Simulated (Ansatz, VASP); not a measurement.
**AgCl: VASP beside Ansatz**

```
CELL_PARAMETERS angstrom
0.00000 2.78236 2.78236
2.78236 0.00000 2.78236
2.78236 2.78236 0.00000
ATOMIC_POSITIONS crystal
Ag 0.50000 0.50000 0.50000
Cl 0.00000 0.00000 0.00000
```

Change from the starting cell: volume scaled by 1.01, PAW files.

Alike in both runs: task electric field gradients; functional PBE; k mesh 8 × 8 × 8; occupations fermi-dirac, width 0.02 eV; no spin polarisation.

|  | VASP | Ansatz |
| --- | --- | --- |
| version | VASP 6.6.1 | Ansatz 0.2.0 |
| potentials or method | VASP PAW PBE potentials, release 64 (Ag, Cl) | PAW with Ansatz's default frozen-core files, scalar-relativistic |
| plane-wave cutoff (eV) | 520 | 420 |
| valence electrons in the cell | 18 | 26 |

```tsv
	VASP	Ansatz	Ansatz less VASP
gap on the k mesh at the Fermi level (eV)	0.91	0.91	+0.003
pressure (GPa)	1.0	1.1	+0.14
```

With one functional, cell and mesh, what is left measures potentials, basis and numerics. VASP's potentials hold 18 valence electrons a cell and Ansatz's 26, so a difference there can come from the potentials and not from the codes.
